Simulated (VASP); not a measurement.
# KCl (I4/mmm) in VASP: a series of runs

Runs on KCl. Level: PBEsol. Tasks: single point.

Everything below comes from runs of VASP 6.6.1. Logs are shortened: lines on timing, memory, paths and dates and some standing lists are left out, and cuts for length are marked.

## (1) The cell of the first run

Symmetry: I4/mmm, No. 139, tetragonal system. Conventional cell: a = 4.413 Å, b = 4.413 Å, c = 5.805 Å, α = 90.00°, β = 90.00°, γ = 90.00°. Within 3.8 Å of K (site symmetry 4/mmm) lie 6 Cl at 2.90 to 3.12 Å. Within 3.8 Å of Cl (site symmetry 4/mmm) lie 6 K at 2.90 to 3.12 Å.

## (2) Single point, PBEsol

Input file INCAR:

```
PREC     = Accurate       # precision mode
ENCUT    = 520            # plane-wave cutoff, eV
EDIFF    = 1E-6           # SCF threshold, eV
ISMEAR   = 0              # smearing method
SIGMA    = 0.05           # smearing width, eV
LREAL    = F              # projectors in reciprocal space
LASPH    = T              # aspherical terms in the spheres
NELM     = 80             # most SCF steps
ALGO     = Normal         # electronic algorithm
ISIF     = 2              # what is computed and relaxed
LWAVE    = F              # write WAVECAR
LCHARG   = F              # write CHGCAR
GGA      = PS             # functional
NBANDS   = 24             # bands
```

Input file KPOINTS:

```
regular mesh
0
Gamma
  6 6 6
```

Input file POSCAR:

```
KCl
1.0
    0.0000000000     -3.1207041401     -2.9022548503
   -3.1207041401      0.0000000000     -2.9022548503
    3.1207041401      3.1207041401     -5.8045097006
K Cl
2 2
Direct
    0.5000000000      0.5000000000      0.5000000000
    0.0000000000      1.0000000000      0.0000000000
    0.7500000000      0.7500000000      0.7500000000
    0.2500000000      0.2500000000      0.2500000000
```

Potentials or basis: VASP PAW PBE potentials, release 64 (K_sv, Cl).

Command:

```console
$ cat potpaw_PBE.64/K_sv/POTCAR potpaw_PBE.64/Cl/POTCAR > POTCAR
$ mpirun -np 1 vasp_std > vasp.out
```

OUTCAR:

```text
PREC = Accurate
   ENCUT = 520
   EDIFF = 1E-6
   ISMEAR = 0
   LREAL = F
   LASPH = T
   NELM = 80
   ISIF = 2
   GGA = PS

 ion  position               nearest neighbor table
   1  0.500  0.500  0.500-   3 2.90   4 2.90   4 3.12   4 3.12   3 3.12   3 3.12
   2  0.000  0.000  0.000-   3 2.90   4 2.90   3 3.12   3 3.12   4 3.12   4 3.12
   3  0.750  0.750  0.750-   1 2.90   2 2.90   1 3.12   1 3.12   2 3.12   2 3.12
   4  0.250  0.250  0.250-   1 2.90   2 2.90   2 3.12   2 3.12   1 3.12   1 3.12

  LATTYP: Found a base centered monoclinic cell.
 ALAT       =     7.2917708086
 B/A-ratio  =     0.6052497034
 C/A-ratio  =     1.0000000000
 COS(beta)  =    -0.2673455931

  Lattice vectors:

 A1 = (   0.0000000000,   3.1207041401,   2.9022548503)
 A2 = (   3.1207041401,   0.0000000000,   2.9022548503)
 A3 = (   3.1207041401,   3.1207041401,  -5.8045097006)

Analysis of symmetry for initial positions (statically):
=====================================================================
 Subroutine PRICEL returns following result:

  LATTYP: Found a body centered tetragonal cell.
 ALAT       =     4.4133421191
 C/A-ratio  =     1.3152186130

  Lattice vectors:

 A1 = (   3.1207041401,   0.0000000000,   2.9022548503)
 A2 = (  -3.1207041401,   0.0000000000,   2.9022548503)
 A3 = (   0.0000000000,  -3.1207041401,  -2.9022548503)

   2 primitive cells build up your supercell.

 Routine SETGRP: Setting up the symmetry group for a
 base centered monoclinic supercell.

 Subroutine GETGRP returns: Found  4 space group operations
 (whereof  4 operations were pure point group operations)
 out of a pool of  4 trial point group operations.

The static configuration has the point symmetry C_2h.

Analysis of symmetry for dynamics (positions and initial velocities):
=====================================================================
 Subroutine PRICEL returns following result:

  LATTYP: Found a body centered tetragonal cell.
 ALAT       =     4.4133421191
 C/A-ratio  =     1.3152186130

  Lattice vectors:

 A1 = (   3.1207041401,   0.0000000000,   2.9022548503)
 A2 = (  -3.1207041401,   0.0000000000,   2.9022548503)
 A3 = (   0.0000000000,  -3.1207041401,  -2.9022548503)

   2 primitive cells build up your supercell.

 Routine SETGRP: Setting up the symmetry group for a
 base centered monoclinic supercell.

 Subroutine GETGRP returns: Found  4 space group operations
 (whereof  4 operations were pure point group operations)
 out of a pool of  4 trial point group operations.

The dynamic configuration has the point symmetry C_2h.

 Subroutine INISYM returns: Found  4 space group operations
 (whereof  4 operations are pure point group operations),
 and found     2 'primitive' translations

----------------------------------------------------------------------------------------

                                     Primitive cell

  volume of cell :      56.5289

  direct lattice vectors                    reciprocal lattice vectors
     3.120704140  0.000000000  2.902254850     0.160220251 -0.160220251  0.172279840
    -3.120704140  0.000000000  2.902254850    -0.160220251 -0.160220251  0.172279840
     0.000000000 -3.120704140 -2.902254850     0.000000000 -0.320440502  0.000000000

  length of vectors
     4.261675439  4.261675439  4.261675439     0.284642584  0.284642584  0.320440502

  position of ions in fractional coordinates (direct lattice)
     0.000000000  0.000000000  0.000000000
     0.500000000  0.500000000  0.000000000

  ion indices of the primitive-cell ions
   primitive index   ion index
                 1           1
                 2           3

----------------------------------------------------------------------------------------

 KPOINTS: regular mesh

Automatic generation of k-mesh.
 Grid dimensions read from file:
 generate k-points for:    6    6    6

 Generating k-lattice:

  Cartesian coordinates                     Fractional coordinates (reciprocal lattice)
     0.013351688 -0.040055063 -0.014356653     0.166666667 -0.000000000  0.000000000
    -0.040055063  0.013351688 -0.014356653    -0.000000000  0.166666667  0.000000000
     0.013351688  0.013351688 -0.014356653    -0.000000000 -0.000000000  0.166666667

  Length of vectors
     0.044595842  0.044595842  0.023720215

  Shift w.r.t. Gamma in fractional coordinates (k-lattice)
     0.000000000  0.000000000  0.000000000

 Subroutine IBZKPT returns following result:
 ===========================================

 Found     68 irreducible k-points:

 Following reciprocal coordinates:
            Coordinates               Weight
  0.000000  0.000000  0.000000      1.000000
  0.166667  0.000000  0.000000      4.000000
  0.333333  0.000000  0.000000      4.000000
  0.500000  0.000000  0.000000      2.000000
  0.166667  0.166667  0.000000      2.000000
  0.333333  0.166667  0.000000      4.000000
[... 16 lines left out ...]
 -0.333333  0.166667  0.166667      4.000000
 -0.166667  0.166667  0.166667      4.000000
 [... further k-points ...]
   k-points           NKPTS =     68   k-points in BZ     NKDIM =     68   number of bands    NBANDS=     24
   number of dos      NEDOS =    301   number of ions     NIONS =      4
   total plane-waves  NPLWV =  55296
   dimension x,y,z NGX =    32 NGY =   32 NGZ =   54
   dimension x,y,z NGXF=    64 NGYF=   64 NGZF=  108
   ions per type =               2   2
   NGX,Y,Z   is equivalent  to a cutoff of  12.48, 12.48, 12.31 a.u.
   NGXF,Y,Z  is equivalent  to a cutoff of  24.97, 24.97, 24.62 a.u.
 SYSTEM =  unknown system
   PREC   = accura    normal or accurate (medium, high low for compatibility)
   ISTART =      0    job   : 0-new  1-cont  2-samecut
   ICHARG =      2    charge: 1-file 2-atom 10-const
   ISPIN  =      1    spin polarized calculation?
   LNONCOLLINEAR =      F non collinear calculations
   LSORBIT =      F    spin-orbit coupling
   LASPH  =      T    aspherical Exc in radial PAW
   ENCUT  =  520.0 eV  38.22 Ry    6.18 a.u.   7.92  7.92 13.56*2*pi/ulx,y,z
   NELM   =     80;   NELMIN=  2; NELMDL= -5     # of ELM steps
   EDIFF  = 0.1E-05   stopping-criterion for ELM
   LREAL  =      F    real-space projection
   EDIFFG = 0.1E-04   stopping-criterion for IOM
   NSW    =      0    number of steps for IOM
   IBRION =     -1    ionic relax: 0-MD 1-quasi-New 2-CG
   NFREE  =      0    steps in history (QN), initial steepest desc. (CG)
   ISIF   =      2    stress and relaxation
   ISYM   =      2    0-nonsym 1-usesym 2-fastsym
   POTIM  = 0.5000    time-step for ionic-motion
   TEBEG  =    0.0;   TEEND  =   0.0 temperature during run
   PSTRESS=    0.0 pullay stress
   NELECT =      32.0000    total number of electrons
   NUPDOWN=      -1.0000    fix difference up-down
   EMIN   =  10.00;   EMAX   =-10.00  energy-range for DOS
   EFERMI =   0.00;   METHOD = LEGACY
   ISMEAR =     0;   SIGMA  =   0.05  broadening in eV -4-tet -1-fermi 0-gaus
   EFERMI_NEDOS =   21; number of points for ismear=-14 and -15
   IALGO  =     38    algorithm
   IMIX   =      4    mixing-type and parameters
     AMIX     =   0.40;   BMIX     =  1.00
     AMIX_MAG =   1.60;   BMIX_MAG =  1.00
  volume/ion in A,a.u.               =      28.26       190.74
  Fermi-wavevector in a.u.,A,eV,Ry     =   1.074875  2.031219 15.719573  1.155356
  Thomas-Fermi vector in A             =   2.210715
   LORBIT       =      0    0 simple, 1 ext, 2 COOP (PROOUT), +10 PAW based schemes
   GGA     = PS    functional components
   LHFCALC =     F    Hartree Fock is set to
   AEXX    =    0.0000 exact exchange contribution
   IVDW    =     0    specifies the selected vdW correction
   LEPSILON=     F    determine dielectric tensor
   LRPA    =     F    only Hartree local field effects (RPA)
 non-spin polarized calculation
 Gauss-broadening in eV      SIGMA  =   0.05
  energy-cutoff  :      520.00
  volume of cell :      113.06
 maximum number of plane-waves:      3086
   NGX = 15   NGY = 15   NGZ = 27

 number of electron      31.9999994 magnetization

 Free energy of the ion-electron system (eV)
  ---------------------------------------------------
  ext. energy  EPLUGINS =         0.00000000
  ---------------------------------------------------
  free energy    TOTEN  =       -13.92338325 eV

  energy without entropy =      -13.92338325  energy(sigma->0) =      -13.92338325

 E-fermi :  -1.1856     XC(G=0):  -8.1397

 val. band max:       -1.4145482599   @ k =   0.0000   0.0000   0.0000
 cond. band min:       3.8264404224   @ k =   0.0000   0.0000   0.0000
 fundamental gap:      5.2409886823
 Fermi energy:        -1.1856161142

 k-point     1 :       0.0000    0.0000    0.0000
  band No.  band energies     occupation
      1     -28.3019      2.00000
      2     -28.2830      2.00000
      3     -13.9714      2.00000
      4     -13.7116      2.00000
      5     -11.8589      2.00000
      6     -11.8543      2.00000
[... 16 lines left out ...]
     23       7.5759      0.00000
     24       8.0181      0.00000

 k-point     2 :       0.1667    0.0000    0.0000
  band No.  band energies     occupation
      1     -28.2978      2.00000
      2     -28.2815      2.00000
      3     -13.9155      2.00000
      4     -13.7532      2.00000
      5     -11.9015      2.00000
      6     -11.8619      2.00000
[... 16 lines left out ...]
     23       7.9910      0.00000
     24       8.3188      0.00000

 k-point     3 :       0.3333    0.0000    0.0000
  band No.  band energies     occupation
      1     -28.2887      2.00000
      2     -28.2795      2.00000
      3     -13.8212      2.00000
      4     -13.8035      2.00000
      5     -11.9771      2.00000
      6     -11.8791      2.00000
[... 16 lines left out ...]
     23       8.6672      0.00000
     24       8.7624      0.00000

 k-point     4 :       0.5000    0.0000    0.0000
  band No.  band energies     occupation
      1     -28.2813      2.00000
      2     -28.2813      2.00000
      3     -13.8006      2.00000
      4     -13.8006      2.00000
      5     -11.9384      2.00000
      6     -11.9384      2.00000
[... 16 lines left out ...]
     23       9.1774      0.00000
     24       9.1774      0.00000

 k-point     5 :       0.1667    0.1667    0.0000
  band No.  band energies     occupation
      1     -28.2972      2.00000
      2     -28.2808      2.00000
      3     -13.8888      2.00000
      4     -13.7843      2.00000
      5     -11.8815      2.00000
      6     -11.8734      2.00000
[... 16 lines left out ...]
     23       7.9983      0.00000
     24       8.5019      0.00000

 k-point     6 :       0.3333    0.1667    0.0000
  band No.  band energies     occupation
      1     -28.2905      2.00000
      2     -28.2785      2.00000
      3     -13.8422      2.00000
      4     -13.7933      2.00000
      5     -11.9474      2.00000
      6     -11.8975      2.00000
[... 16 lines left out ...]
     23       8.4249      0.00000
     24       8.5745      0.00000
[... 379 lines left out ...]
 k-point    21 :       0.3333    0.1667    0.1667
  band No.  band energies     occupation
      1     -28.2906      2.00000
      2     -28.2784      2.00000
      3     -13.8730      2.00000
      4     -13.7568      2.00000
      5     -11.9596      2.00000
      6     -11.9230      2.00000
[... 16 lines left out ...]
     23       8.4539      0.00000
     24       8.6652      0.00000

 k-point    22 :       0.5000    0.1667    0.1667
  band No.  band energies     occupation
      1     -28.2834      2.00000
      2     -28.2779      2.00000
      3     -13.8914      2.00000
      4     -13.6896      2.00000
      5     -11.9909      2.00000
      6     -11.9745      2.00000
[... 16 lines left out ...]
     23       8.7375      0.00000
     24       8.9092      0.00000

 k-point    23 :      -0.3333    0.1667    0.1667
  band No.  band energies     occupation
      1     -28.2826      2.00000
      2     -28.2801      2.00000
      3     -13.8501      2.00000
      4     -13.7411      2.00000
      5     -11.9594      2.00000
      6     -11.9354      2.00000
[... 16 lines left out ...]
     23       8.6893      0.00000
     24       9.0678      0.00000

 k-point    24 :      -0.1667    0.1667    0.1667
  band No.  band energies     occupation
      1     -28.2909      2.00000
      2     -28.2808      2.00000
      3     -13.8467      2.00000
      4     -13.7889      2.00000
      5     -11.9264      2.00000
      6     -11.9162      2.00000
[... 16 lines left out ...]
     23       8.5161      0.00000
     24       8.6040      0.00000

 [... further k-points ...]

------------------------ aborting loop because EDIFF is reached ----------------------------------------

  FORCE on cell =-STRESS in cart. coord.  units (eV):
  Direction    XX          YY          ZZ          XY          YZ          ZX
  --------------------------------------------------------------------------------------
  -------------------------------------------------------------------------------------
  Total        0.3898429      0.3898429      3.7214888     -0.0001861      0.0001810      0.0001810
  in kB        5.5245829      5.5245829     52.7383539     -0.0026368      0.0025652      0.0025652
  external PRESSURE =      21.2625065 kB  Pullay stress =       0.0000000 kB

 VOLUME and BASIS-vectors are now :
 -----------------------------------------------------------------------------
  energy-cutoff  :      520.00
  volume of cell :      113.06
      direct lattice vectors                 reciprocal lattice vectors
     0.000000000 -3.120704140 -2.902254850     0.080110125 -0.240330376 -0.086139920
    -3.120704140  0.000000000 -2.902254850    -0.240330376  0.080110125 -0.086139920
     3.120704140  3.120704140 -5.804509701     0.080110125  0.080110125 -0.086139920

 POSITION                                       TOTAL-FORCE (eV/Angst)
 -----------------------------------------------------------------------------------
      0.00000      0.00000     -5.80451         0.000000     -0.000000     -0.000000
      0.00000      0.00000      0.00000        -0.000000      0.000000     -0.000000
      0.00000      0.00000     -8.70676         0.000000      0.000000      0.000000
      0.00000      0.00000     -2.90225         0.000000     -0.000000      0.000000
 -----------------------------------------------------------------------------------
    total drift:                               -0.000000     -0.000000     -0.000000

  FREE ENERGIE OF THE ION-ELECTRON SYSTEM (eV)
  ---------------------------------------------------
  free  energy   TOTEN  =       -13.9233832452 eV

  energy  without entropy=      -13.9233832452  energy(sigma->0) =      -13.92338325
```

It took 5 min on 1 thread of Intel Xeon 8259CL, shared host; peak memory 0.32 GiB.

Results:

| Item | Value |
| --- | --- |
| Free energy | -13.9234 eV |
| Pressure | 2.1 GPa |
| Band gap on the k mesh | 5.24 eV |

Stress tensor (GPa, compression positive):
```
0.55 0.00 0.00
0.00 0.55 0.00
0.00 0.00 5.27
```

Caveat: the PAW data sets were made with another functional, which shifts forces and pressure a little.

## (3) Single point, PBEsol

This run uses another cell than the first one, of 28.97 Å³/atom.

Input file INCAR:

```
SYSTEM = KCl
ALGO     = Normal         ! electronic algorithm
EDIFF    = 1E-6           ! SCF threshold, eV
ENCUT    = 520            ! plane-wave cutoff, eV
GGA      = PS             ! functional
ISIF     = 2              ! what is computed and relaxed
ISMEAR   = 0              ! smearing method
LASPH    = .TRUE.         ! aspherical terms in the spheres
LCHARG   = .FALSE.        ! write CHGCAR
LREAL    = .FALSE.        ! projectors in reciprocal space
LWAVE    = .FALSE.        ! write WAVECAR
NBANDS   = 24             ! bands
NELM     = 100            ! most SCF steps
PREC     = Accurate       ! precision mode
SIGMA    = 0.05           ! smearing width, eV
```

Input file KPOINTS:

```
k-points
0
G
  6 6 6
  0 0 0
```

Input file POSCAR:

```
KCl
1.0
    0.0000000000     -3.1207041401     -2.9749672567
   -3.1207041401      0.0000000000     -2.9749672567
    3.1207041401      3.1207041401     -5.9499345136
K Cl
2 2
Direct
    0.5000000000      0.5000000000      0.5000000000
    0.0000000000      1.0000000000      0.0000000000
    0.7500000000      0.7500000000      0.7500000000
    0.2500000000      0.2500000000      0.2500000000
```

Potentials or basis: VASP PAW PBE potentials, release 64 (K_sv, Cl).

Command:

```console
$ cat potpaw_PBE.64/K_sv/POTCAR potpaw_PBE.64/Cl/POTCAR > POTCAR
$ mpirun -np 1 vasp_std > vasp.out
```

It took 5 min on 1 thread of Intel Xeon 8259CL, shared host; peak memory 0.32 GiB.

The run converged. Its results:

```yaml
Free_energy: -13.9962 eV
Pressure: 1.2 GPa
Band_gap_on_the_k_mesh: 5.21 eV
```

Stress tensor (GPa, compression positive):
```
0.38 0.00 0.00
0.00 0.38 0.00
0.00 0.00 2.98
```

Levels at points of the mesh, in eV from the valence-band top:
```tsv
k point	band 14	band 15	band 16	band 17	band 18	band 19
(0.00, 0.00, 0.00)	-0.06	-0.06	0.00	5.21	7.58	8.17
(0.50, 0.00, 0.00)	-0.51	-0.35	-0.35	7.28	7.28	8.41
(0.50, 0.50, 0.00)	-0.44	-0.33	-0.33	6.23	7.58	8.56
(0.00, 0.00, 0.50)	-0.26	-0.24	-0.24	6.54	6.54	8.09
(0.50, 0.00, 0.50)	-0.44	-0.27	-0.24	6.30	7.58	8.48
(0.50, 0.50, 0.50)	-0.49	-0.39	-0.39	7.19	7.19	8.37
```

Caveat: the PAW data sets were made with another functional, which shifts forces and pressure a little. A k mesh can miss the band edges.
